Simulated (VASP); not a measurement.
Runs of VASP 6.6.1 on RbBr. The structure is that of space group Fm-3m (No. 225), or close to it. The cells are those of the table. 

```csv
cell,cutoff (eV),gap on the mesh (eV),pressure (GPa)
"a = 4.812 Å, angles 60.0°, 2 atoms",500,4.42,(b)
"a = 4.895 Å, angles 60.0°, 2 atoms",520,4.29,(a)
"a = 4.975 Å, angles 60.0°, 2 atoms",500,4.17,-0.1
"a = 5.053 Å, angles 60.0°, 2 atoms",500,(c),-0.6
"a = 4.726 Å, angles 60.0°, 2 atoms",500,4.56,2.5
```

Alike in all rows: task single point; level PBE; potentials or basis VASP PAW PBE potentials, release 64 (Rb_sv, Br); no spin polarisation; k mesh 4 × 4 × 4; smearing gaussian 0.01 eV.

Fill in the values left out.

(a) 0.6; (b) 1.4; (c) 4.06.

A k mesh can miss the band edges, and the runs leave out spin-orbit coupling on Br, Rb.
